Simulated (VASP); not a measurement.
# SiGe (P6_3mc) in VASP: further runs

SiGe is run at these levels: PBEsol; tasks: single point.

All numbers are computed with VASP 6.6.1; they aren't measurements. Logs are shortened: lines on timing, memory, paths and dates and some standing lists are left out, and cuts for length are marked.

## (1) The cell of the first run

Symmetry: P6_3mc, No. 186, hexagonal system. The conventional cell has a = 4.002 Å, b = 4.002 Å, c = 6.611 Å, α = 90.00°, β = 90.00°, γ = 120.00°. Within 3.2 Å of Si (site symmetry 3m) lie 4 Ge at 2.44 to 2.52 Å. Within 3.2 Å of Ge (site symmetry 3m) lie 4 Si at 2.44 to 2.52 Å.

## (2) Single point, PBEsol (atoms shifted along a free coordinate)

Input file INCAR:

```
SYSTEM = SiGe
  PREC = Accurate
  ENCUT = 520
  EDIFF = 1E-6
  ISMEAR = 0
  SIGMA = 0.03
  LREAL = .FALSE.
  LASPH = .TRUE.
  NELM = 80
  ALGO = Normal
  ISIF = 2
  LWAVE = .FALSE.
  LCHARG = .FALSE.
  GGA = PS
  NBANDS = 26
```

Input file KPOINTS:

```
Automatic mesh
0
G
  12 12 6
  0 0 0
```

Input file POSCAR:

```
SiGe
1.0
    4.0018446113      0.0000000000      0.0000000000
   -2.0009223057      3.4656990954      0.0000000000
    0.0000000000      0.0000000000      6.6106243379
Si Ge
2 2
Direct
    0.6666666667      0.3333333333      0.8745463082
    0.3333333333      0.6666666667      0.3745463082
    0.6666666667      0.3333333333      0.4926925203
    0.3333333333      0.6666666667     -0.0073074797
```

Potentials or basis: VASP PAW PBE potentials, release 64 (Si, Ge_d).

Launch:

```bash
> cat potpaw_PBE.64/Si/POTCAR potpaw_PBE.64/Ge_d/POTCAR > POTCAR
> mpirun -np 1 vasp_std > vasp.out
```

OUTCAR:

```text
SYSTEM = SiGe
   PREC = Accurate
   ENCUT = 520
   EDIFF = 1E-6
   ISMEAR = 0
   LREAL = .FALSE.
   LASPH = .TRUE.
   NELM = 80
   ISIF = 2
   GGA = PS

 ion  position               nearest neighbor table
   1  0.667  0.333  0.875-   4 2.44   4 2.44   4 2.44   3 2.52
   2  0.333  0.667  0.375-   3 2.44   3 2.44   3 2.44   4 2.52
   3  0.667  0.333  0.493-   2 2.44   2 2.44   2 2.44   1 2.52
   4  0.333  0.667  0.993-   1 2.44   1 2.44   1 2.44   2 2.52

  LATTYP: Found a hexagonal cell.
 ALAT       =     4.0018446113
 C/A-ratio  =     1.6518943087

  Lattice vectors:

 A1 = (   4.0018446113,   0.0000000000,   0.0000000000)
 A2 = (  -2.0009223057,   3.4656990954,   0.0000000000)
 A3 = (   0.0000000000,   0.0000000000,   6.6106243379)

Analysis of symmetry for initial positions (statically):
=====================================================================
 Subroutine PRICEL returns:
 Original cell was already a primitive cell.

 Routine SETGRP: Setting up the symmetry group for a
 hexagonal supercell.

 Subroutine GETGRP returns: Found 12 space group operations
 (whereof  6 operations were pure point group operations)
 out of a pool of 24 trial point group operations.

The static configuration has the point symmetry C_3v.
 The point group associated with its full space group is C_6v.

Analysis of symmetry for dynamics (positions and initial velocities):
=====================================================================
 Subroutine PRICEL returns:
 Original cell was already a primitive cell.

 Routine SETGRP: Setting up the symmetry group for a
 hexagonal supercell.

 Subroutine GETGRP returns: Found 12 space group operations
 (whereof  6 operations were pure point group operations)
 out of a pool of 24 trial point group operations.

The dynamic configuration has the point symmetry C_3v.
 The point group associated with its full space group is C_6v.

 Subroutine INISYM returns: Found 12 space group operations
 (whereof  6 operations are pure point group operations),
 and found     1 'primitive' translations

----------------------------------------------------------------------------------------

                                     Primitive cell

  volume of cell :      91.6840

  direct lattice vectors                    reciprocal lattice vectors
     4.001844611  0.000000000  0.000000000     0.249884765  0.144271036  0.000000000
    -2.000922306  3.465699095  0.000000000     0.000000000  0.288542073  0.000000000
     0.000000000  0.000000000  6.610624338     0.000000000  0.000000000  0.151271642

  length of vectors
     4.001844611  4.001844611  6.610624338     0.288542073  0.288542073  0.151271642

  position of ions in fractional coordinates (direct lattice)
     0.666666667  0.333333333  0.874546308
     0.333333333  0.666666667  0.374546308
     0.666666667  0.333333333  0.492692520
     0.333333333  0.666666667  0.992692520

  ion indices of the primitive-cell ions
   primitive index   ion index
                 1           1
                 2           2
                 3           3
                 4           4

----------------------------------------------------------------------------------------

 KPOINTS: Automatic mesh

Automatic generation of k-mesh.
 Grid dimensions read from file:
 generate k-points for:   12   12    6

 Generating k-lattice:

  Cartesian coordinates                     Fractional coordinates (reciprocal lattice)
     0.020823730  0.012022586  0.000000000     0.083333333  0.000000000  0.000000000
     0.000000000  0.024045173  0.000000000     0.000000000  0.083333333  0.000000000
     0.000000000  0.000000000  0.025211940     0.000000000  0.000000000  0.166666667

  Length of vectors
     0.024045173  0.024045173  0.025211940

  Shift w.r.t. Gamma in fractional coordinates (k-lattice)
     0.000000000  0.000000000  0.000000000

 Subroutine IBZKPT returns following result:
 ===========================================

 Found     76 irreducible k-points:

 Following reciprocal coordinates:
            Coordinates               Weight
  0.000000  0.000000  0.000000      1.000000
  0.083333  0.000000  0.000000      6.000000
  0.166667 -0.000000  0.000000      6.000000
  0.250000  0.000000  0.000000      6.000000
  0.333333  0.000000  0.000000      6.000000
  0.416667 -0.000000  0.000000      6.000000
[... 16 lines left out ...]
  0.250000  0.000000  0.166667     12.000000
  0.333333  0.000000  0.166667     12.000000
 [... further k-points ...]
   k-points           NKPTS =     76   k-points in BZ     NKDIM =     76   number of bands    NBANDS=     26
   number of dos      NEDOS =    301   number of ions     NIONS =      4
   total plane-waves  NPLWV =  45000
   dimension x,y,z NGX =    30 NGY =   30 NGZ =   50
   dimension x,y,z NGXF=    60 NGYF=   60 NGZF=  100
   ions per type =               2   2
   NGX,Y,Z   is equivalent  to a cutoff of  12.46, 12.46, 12.57 a.u.
   NGXF,Y,Z  is equivalent  to a cutoff of  24.93, 24.93, 25.15 a.u.
 SYSTEM =  SiGe
   PREC   = accura    normal or accurate (medium, high low for compatibility)
   ISTART =      0    job   : 0-new  1-cont  2-samecut
   ICHARG =      2    charge: 1-file 2-atom 10-const
   ISPIN  =      1    spin polarized calculation?
   LNONCOLLINEAR =      F non collinear calculations
   LSORBIT =      F    spin-orbit coupling
   LASPH  =      T    aspherical Exc in radial PAW
   ENCUT  =  520.0 eV  38.22 Ry    6.18 a.u.   7.44  7.44 12.29*2*pi/ulx,y,z
   NELM   =     80;   NELMIN=  2; NELMDL= -5     # of ELM steps
   EDIFF  = 0.1E-05   stopping-criterion for ELM
   LREAL  =      F    real-space projection
   EDIFFG = 0.1E-04   stopping-criterion for IOM
   NSW    =      0    number of steps for IOM
   IBRION =     -1    ionic relax: 0-MD 1-quasi-New 2-CG
   NFREE  =      0    steps in history (QN), initial steepest desc. (CG)
   ISIF   =      2    stress and relaxation
   ISYM   =      2    0-nonsym 1-usesym 2-fastsym
   POTIM  = 0.5000    time-step for ionic-motion
   TEBEG  =    0.0;   TEEND  =   0.0 temperature during run
   PSTRESS=    0.0 pullay stress
   NELECT =      36.0000    total number of electrons
   NUPDOWN=      -1.0000    fix difference up-down
   EMIN   =  10.00;   EMAX   =-10.00  energy-range for DOS
   EFERMI =   0.00;   METHOD = LEGACY
   ISMEAR =     0;   SIGMA  =   0.03  broadening in eV -4-tet -1-fermi 0-gaus
   EFERMI_NEDOS =   21; number of points for ismear=-14 and -15
   IALGO  =     38    algorithm
   IMIX   =      4    mixing-type and parameters
     AMIX     =   0.40;   BMIX     =  1.00
     AMIX_MAG =   1.60;   BMIX_MAG =  1.00
  volume/ion in A,a.u.               =      22.92       154.68
  Fermi-wavevector in a.u.,A,eV,Ry     =   1.198794  2.265392 19.553021  1.437107
  Thomas-Fermi vector in A             =   2.334673
   LORBIT       =      0    0 simple, 1 ext, 2 COOP (PROOUT), +10 PAW based schemes
   GGA     = PS    functional components
   LHFCALC =     F    Hartree Fock is set to
   AEXX    =    0.0000 exact exchange contribution
   IVDW    =     0    specifies the selected vdW correction
   LEPSILON=     F    determine dielectric tensor
   LRPA    =     F    only Hartree local field effects (RPA)
 non-spin polarized calculation
 Gauss-broadening in eV      SIGMA  =   0.03
  energy-cutoff  :      520.00
  volume of cell :       91.68
 maximum number of plane-waves:      2539
 NGX is ok and might be reduce to    30
   NGX = 15   NGY = 15   NGZ = 25

 number of electron      36.0000023 magnetization

 Free energy of the ion-electron system (eV)
  ---------------------------------------------------
  ext. energy  EPLUGINS =         0.00000000
  ---------------------------------------------------
  free energy    TOTEN  =       -21.11891421 eV

  energy without entropy =      -21.11891034  energy(sigma->0) =      -21.11891227

 E-fermi :   4.8273     XC(G=0):  -9.5499

 val. band max:        4.7816521544   @ k =   0.0000   0.0000   0.0000
 cond. band min:       4.8729411878   @ k =   0.0000   0.0000   0.0000
 fundamental gap:      0.0912890334
 Fermi energy:         4.8272966652

 k-point     1 :       0.0000    0.0000    0.0000
  band No.  band energies     occupation
      1     -19.6701      2.00000
      2     -19.6699      2.00000
      3     -19.6694      2.00000
      4     -19.6694      2.00000
      5     -19.6673      2.00000
      6     -19.6673      2.00000
[... 18 lines left out ...]
     25       8.8839      0.00000
     26      11.1036      0.00000

 k-point     2 :       0.0833    0.0000    0.0000
  band No.  band energies     occupation
      1     -19.6703      2.00000
      2     -19.6697      2.00000
      3     -19.6694      2.00000
      4     -19.6691      2.00000
      5     -19.6670      2.00000
      6     -19.6670      2.00000
[... 18 lines left out ...]
     25       9.1735      0.00000
     26      10.7919      0.00000

 k-point     3 :       0.1667   -0.0000    0.0000
  band No.  band energies     occupation
      1     -19.6711      2.00000
      2     -19.6697      2.00000
      3     -19.6688      2.00000
      4     -19.6683      2.00000
      5     -19.6660      2.00000
      6     -19.6660      2.00000
[... 18 lines left out ...]
     25       9.9348      0.00000
     26      10.0051      0.00000

 k-point     4 :       0.2500    0.0000    0.0000
  band No.  band energies     occupation
      1     -19.6721      2.00000
      2     -19.6701      2.00000
      3     -19.6677      2.00000
      4     -19.6673      2.00000
      5     -19.6648      2.00000
      6     -19.6647      2.00000
[... 18 lines left out ...]
     25      10.8116      0.00000
     26      10.9836      0.00000

 k-point     5 :       0.3333    0.0000    0.0000
  band No.  band energies     occupation
      1     -19.6731      2.00000
      2     -19.6706      2.00000
      3     -19.6667      2.00000
      4     -19.6665      2.00000
      5     -19.6636      2.00000
      6     -19.6633      2.00000
[... 18 lines left out ...]
     25      11.1840      0.00000
     26      11.7363      0.00000

 k-point     6 :       0.4167   -0.0000    0.0000
  band No.  band energies     occupation
      1     -19.6738      2.00000
      2     -19.6710      2.00000
      3     -19.6660      2.00000
      4     -19.6659      2.00000
      5     -19.6628      2.00000
      6     -19.6624      2.00000
[... 427 lines left out ...]
 k-point    21 :       0.0833    0.0000    0.1667
  band No.  band energies     occupation
      1     -19.6703      2.00000
      2     -19.6699      2.00000
      3     -19.6691      2.00000
      4     -19.6689      2.00000
      5     -19.6671      2.00000
      6     -19.6671      2.00000
[... 18 lines left out ...]
     25       8.9986      0.00000
     26      11.0999      0.00000

 k-point    22 :       0.1667   -0.0000    0.1667
  band No.  band energies     occupation
      1     -19.6711      2.00000
      2     -19.6700      2.00000
      3     -19.6684      2.00000
      4     -19.6681      2.00000
      5     -19.6662      2.00000
      6     -19.6661      2.00000
[... 18 lines left out ...]
     25       9.7507      0.00000
     26      10.4514      0.00000

 k-point    23 :       0.2500    0.0000    0.1667
  band No.  band energies     occupation
      1     -19.6720      2.00000
      2     -19.6704      2.00000
      3     -19.6674      2.00000
      4     -19.6672      2.00000
      5     -19.6650      2.00000
      6     -19.6648      2.00000
[... 18 lines left out ...]
     25      10.6162      0.00000
     26      10.7717      0.00000

 k-point    24 :       0.3333    0.0000    0.1667
  band No.  band energies     occupation
      1     -19.6730      2.00000
      2     -19.6710      2.00000
      3     -19.6663      2.00000
      4     -19.6663      2.00000
      5     -19.6638      2.00000
      6     -19.6635      2.00000
[... 18 lines left out ...]
     25      11.4084      0.00000
     26      11.8690      0.00000

 [... further k-points ...]

------------------------ aborting loop because EDIFF is reached ----------------------------------------

  FORCE on cell =-STRESS in cart. coord.  units (eV):
  Direction    XX          YY          ZZ          XY          YZ          ZX
  --------------------------------------------------------------------------------------
  -------------------------------------------------------------------------------------
  Total       -2.6027591     -2.6027591     -3.5902645      0.0000000      0.0000000      0.0000000
  in kB      -45.4831984    -45.4831984    -62.7398490      0.0000000      0.0000000      0.0000000
  external PRESSURE =     -51.2354153 kB  Pullay stress =       0.0000000 kB

 VOLUME and BASIS-vectors are now :
 -----------------------------------------------------------------------------
  energy-cutoff  :      520.00
  volume of cell :       91.68
      direct lattice vectors                 reciprocal lattice vectors
     4.001844611  0.000000000  0.000000000     0.249884765  0.144271036  0.000000000
    -2.000922306  3.465699095  0.000000000     0.000000000  0.288542073  0.000000000
     0.000000000  0.000000000  6.610624338     0.000000000  0.000000000  0.151271642

 POSITION                                       TOTAL-FORCE (eV/Angst)
 -----------------------------------------------------------------------------------
      2.00092      1.15523      5.78130         0.000000     -0.000000     -0.473871
     -0.00000      2.31047      2.47598         0.000000      0.000000     -0.473871
      2.00092      1.15523      3.25701        -0.000000      0.000000      0.473871
     -0.00000      2.31047      6.56232         0.000000     -0.000000      0.473871
 -----------------------------------------------------------------------------------
    total drift:                                0.000000      0.000000      0.002153

  FREE ENERGIE OF THE ION-ELECTRON SYSTEM (eV)
  ---------------------------------------------------
  free  energy   TOTEN  =       -21.1189142091 eV

  energy  without entropy=      -21.1189103391  energy(sigma->0) =      -21.11891227
```

Run time: 70 s. Hardware: 1 thread of Intel Xeon 6975P-C (Granite Rapids), shared host; peak memory 0.29 GiB.

What came out:

- Free energy: -21.1189 eV
- Pressure: -5.1 GPa
- Largest force: 0.474 eV/Å
- Band gap on the k mesh: 0.09 eV

Forces on the atoms (eV/Å):
```
Si   0.000  0.000 -0.474
Si   0.000  0.000 -0.474
Ge   0.000  0.000  0.474
Ge   0.000  0.000  0.474
```

Levels at points of the mesh, in eV from the valence-band top:
```
           k point  band 14  band 15  band 16  band 17  band 18  band 19  band 20  band 21  band 22  band 23
(0.00, 0.00, 0.00)    -1.50    -1.50    -0.12    -0.12     0.00     0.09     0.80     2.13     2.13     2.39
(0.50, 0.00, 0.00)    -6.30    -4.28    -2.97    -2.60    -1.53     0.40     1.74     3.44     3.54     3.88
(0.00, 0.00, 0.50)    -4.26    -0.95    -0.95    -0.95    -0.95     0.84     0.84     3.05     3.05     3.05
(0.50, 0.00, 0.50)    -7.34    -2.38    -2.38    -2.30    -2.30     0.64     0.64     1.79     1.79     5.77
```

Caveat: the cell differs from its parent crystal (atoms shifted along a free coordinate); the cell stands under tension; the PAW data sets were made with another functional, which shifts forces and pressure a little. A k mesh can miss the band edges.

## (3) Single point, PBEsol (atoms shifted along a free coordinate)

Input file INCAR:

```
PREC     = Accurate       # precision mode
ENCUT    = 520            # plane-wave cutoff, eV
EDIFF    = 1E-6           # SCF threshold, eV
ISMEAR   = 0              # smearing method
SIGMA    = 0.03           # smearing width, eV
LREAL    = F              # projectors in reciprocal space
LASPH    = T              # aspherical terms in the spheres
NELM     = 80             # most SCF steps
ALGO     = Normal         # electronic algorithm
ISIF     = 2              # what is computed and relaxed
LWAVE    = F              # write WAVECAR
LCHARG   = F              # write CHGCAR
GGA      = PS             # functional
NBANDS   = 26             # bands
```

Input file KPOINTS:

```
Automatic mesh
0
Gamma
  12 12 6
```

Edit POSCAR of step 2 so:

```diff
@@ -10,3 +10,3 @@
     0.3333333333      0.6666666667      0.3745463082
-    0.6666666667      0.3333333333      0.4926925203
-    0.3333333333      0.6666666667     -0.0073074797
+    0.6666666667      0.3333333333      0.5082128633
+    0.3333333333      0.6666666667      0.0082128633
```

Potentials or basis: VASP PAW PBE potentials, release 64 (Si, Ge_d).

Launch:

```bash
> cat potpaw_PBE.64/Si/POTCAR potpaw_PBE.64/Ge_d/POTCAR > POTCAR
> mpirun -np 1 vasp_std > vasp.out
```

Run time: 74 s. Hardware: 1 thread of Intel Xeon 6975P-C (Granite Rapids), shared host; peak memory 0.3 GiB.

The run converged. Its results:

```yaml
Free_energy: -21.1109 eV
Pressure: -5.2 GPa
Largest_force: 0.599 eV/Å
Band_gap_on_the_k_mesh: 0.18 eV
```

Forces on the atoms (eV/Å):
```
Si   0.000  0.000  0.599
Si   0.000  0.000  0.599
Ge   0.000  0.000 -0.599
Ge   0.000  0.000 -0.599
```

Stress tensor (GPa, compression positive):
```
-5.88  0.00  0.00
 0.00 -5.88  0.00
 0.00  0.00 -3.92
```

Levels at points of the mesh, in eV from the valence-band top:
| k point | band 14 | band 15 | band 16 | band 17 | band 18 | band 19 | band 20 | band 21 | band 22 | band 23 |
| --- | --- | --- | --- | --- | --- | --- | --- | --- | --- | --- |
| (0.00, 0.00, 0.00) | -1.56 | -1.56 | -0.68 | 0.00 | 0.00 | 0.19 | 0.63 | 1.84 | 1.84 | 2.60 |
| (0.50, 0.00, 0.00) | -6.24 | -4.65 | -3.04 | -3.02 | -1.42 | 0.39 | 1.68 | 2.87 | 2.97 | 4.04 |
| (0.00, 0.00, 0.50) | -4.73 | -0.96 | -0.96 | -0.96 | -0.96 | 0.95 | 0.95 | 2.93 | 2.93 | 2.93 |
| (0.50, 0.00, 0.50) | -7.38 | -2.67 | -2.67 | -2.39 | -2.39 | 0.40 | 0.40 | 1.83 | 1.83 | 5.32 |

Caveat: the cell differs from its parent crystal (atoms shifted along a free coordinate); the cell stands under tension; the PAW data sets were made with another functional, which shifts forces and pressure a little. A k mesh can miss the band edges.

(Continued in part 2 of 2.)
